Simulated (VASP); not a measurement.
Wanted: the native input for a VASP 6.6.1 run.

```
Task                   : relaxation of cell and atoms
Functional             : PBE
Potentials or basis    : VASP PAW PBE potentials, release 64 (Cd_sv_GW, S)
Cutoff                 : 630 eV
k mesh                 : 3 × 3 × 4
Occupations            : gaussian, width 0.1 eV
Spin                   : no spin polarisation
Dipole correction      : no
Further INCAR settings : ALGO = Normal; EDIFF = 1e-07; IBRION = 2; EDIFFG = -0.04; NSW = 90; ISIF = 3
```

The structure of CdS3 lies in POSCAR:

```
CdS3
1.0
    6.4075960300      0.0000000000      0.0000000000
   -3.2037980200      5.5491409400      0.0000000000
    0.0000000000      0.0000000000      4.8297095400
Cd S
2 6
Direct
    0.3333333300      0.6666666700      0.7500000000
    0.6666666700      0.3333333300      0.2500000000
    0.1798179900      0.3596359800      0.2500000000
    0.6403640200      0.8201820100      0.2500000000
    0.1798179900      0.8201820100      0.2500000000
    0.8201820100      0.6403640200      0.7500000000
    0.3596359800      0.1798179900      0.7500000000
    0.8201820100      0.1798179900      0.7500000000
```

The cell was generated, and may not be a known phase.

These files were run (other wordings do the same):

INCAR

```
SYSTEM = CdS3
  PREC = Accurate
  ENCUT = 630
  EDIFF = 1E-7
  ISMEAR = 0
  SIGMA = 0.1
  LREAL = .False.
  LASPH = .True.
  NELM = 120
  ALGO = Normal
  ISIF = 3
  LWAVE = .False.
  LCHARG = .False.
  GGA = PE
  IBRION = 2
  NSW = 90
  EDIFFG = -0.04
  GGA_COMPAT = .False.
  NELMIN = 4
```

KPOINTS

```
regular mesh
0
Gamma
  3 3 4
  0 0 0
```

Potentials or basis: VASP PAW PBE potentials, release 64 (Cd_sv_GW, S).

The run is started by

```console
$ cat potpaw_PBE.64/Cd_sv_GW/POTCAR potpaw_PBE.64/S/POTCAR > POTCAR
$ mpirun -np 1 vasp_std > vasp.out
```

Results of the run:

The relaxed volume is 25.98 Å³/atom and the relaxed cell is a = 6.603 Å, b = 6.603 Å, c = 5.504 Å, α = 90.00°, β = 90.00°, γ = 120.00°. The space group after relaxing (to 0.1 Å) is P6_3/mmc (No. 194), the energy gained by relaxing is 200.8 meV/atom and the ionic steps are 41. The pressure after relaxing is -0.2 GPa and the largest force after relaxing is 0.037 eV/Å. The band gap on the k mesh is zero (bands 38 and 39 overlap by 0.65 eV).

Caveat: the k points lie up to 0.37 Å⁻¹ apart in the final cell, too coarse for converged energies and pressures of a metal; the volume moved by over 15 % at a fixed basis, so the end points are rough; semilocal functionals underestimate gaps, and a narrow one can read as zero.

Run time: 61 min on 1 thread of Intel(R) Xeon(R) Platinum 8259CL CPU @ 2.50GHz (Skylake/Cascade Lake), on a shared host, peak memory 0.42 GiB.
